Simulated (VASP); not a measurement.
Set up this calculation in VASP 6.6.1, as the native input.

| Property | Result |
| --- | --- |
| Task | single point |
| Functional | PBEsol |
| Potentials or basis | VASP PAW PBE potentials, release 64 (W_sv, Se) |
| Cutoff | 520 eV |
| k mesh | 12 × 12 × 2 |
| Occupations | gaussian, width 0.02 eV |
| Spin | no spin polarisation |
| Dipole correction | no |
| Further INCAR settings | ALGO = Normal; EDIFF = 1e-07; NBANDS = 20 |

The structure of WSe2 lies in POSCAR:

```
WSe2
1.0
    3.2702526715      0.0000000000      0.0000000000
   -1.6351263358      2.8321218903      0.0000000000
    0.0000000000      0.0000000000     16.6612169000
W Se
1 2
Direct
    0.0000000000      0.0000000000      0.0000000000
    0.3333333333      0.6666666667      0.1003992728
    0.3333333333      0.6666666667      0.8996007272
```

The input as run:

INCAR

```
SYSTEM = WSe2
ALGO = Normal ; EDIFF = 1E-7
ENCUT = 520 ; GGA = PS
ISIF = 2 ; ISMEAR = 0
LASPH = .TRUE. ; LCHARG = .FALSE.
LREAL = .FALSE. ; LWAVE = .FALSE.
NBANDS = 20 ; NELM = 60
PREC = Accurate ; SIGMA = 0.02
```

KPOINTS

```
k-points
0
G
  12 12 2
  0 0 0
```

Potentials or basis: VASP PAW PBE potentials, release 64 (W_sv, Se).

Command:

```bash
$ cat potpaw_PBE.64/W_sv/POTCAR potpaw_PBE.64/Se/POTCAR > POTCAR
$ mpirun -np 1 vasp_std > vasp.out
```

It gave:

- Largest force: 0.060 eV/Å
- Band gap on the k mesh: 1.69 eV, indirect (the least direct gap lies 1.1 meV higher)

Caveat: the PAW data sets were made with another functional, which shifts forces and pressure a little; spin-orbit coupling is left out, which moves the levels of the heavy elements.

Run time: 56 s on 1 thread of Intel(R) Xeon(R) 6975P-C (Granite Rapids), on a shared host, peak memory 0.31 GiB.
